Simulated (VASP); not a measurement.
Input of a VASP 6.6.1 run:

Contents of INCAR:

```
SYSTEM = PbO
PREC = Accurate
ENCUT = 600
EDIFF = 1E-6
ISMEAR = 0
SIGMA = 0.1
LREAL = .False.
LASPH = .True.
NELM = 100
ALGO = Normal
ISIF = 3
LWAVE = .False.
LCHARG = .False.
GGA = PE
IVDW = 12
IBRION = 2
NSW = 70
EDIFFG = -0.008
PSTRESS = 600.0
```

KPOINTS

```
regular mesh
0
Gamma
  12 12 12
  0 0 0
```

File POSCAR:

```
PbO
1.0
    3.9114508771      0.0000000000      0.0000000000
    0.0000000000      3.9114508771      0.0000000000
    0.0000000000      0.0000000000      3.3322040892
Pb O
2 2
Direct
    0.0000000000      0.5000000000      0.3206565710
    0.5000000000      0.0000000000      0.6793434290
    0.0000000000      0.0000000000      0.0000000000
    0.5000000000      0.5000000000      0.0000000000
```

Potentials or basis: VASP PAW PBE potentials, release 64 (Pb_d, O).

Launch:

```console
$ cat potpaw_PBE.64/Pb_d/POTCAR potpaw_PBE.64/O/POTCAR > POTCAR
$ mpirun -np 1 vasp_std > vasp.out
```

Q: Predict the space group after relaxing (to 0.1 Å).

A: P4/nmm (No. 129).

Q: Predict the dispersion energy per atom.

A: -0.393 eV.

Q: Estimate the relaxed cell.

A: a = 3.959 Å, b = 3.959 Å, c = 3.107 Å, α = 90.00°, β = 90.00°, γ = 90.00°.

Forces in eV/Å, atoms in the order of the input:
```
Pb   0.000  0.000  0.008
Pb   0.000  0.000 -0.008
O    0.000  0.000  0.000
O    0.000  0.000  0.000
```

Caveat: the cell is relaxed towards a set pressure, so the run minimises the enthalpy, not the energy.
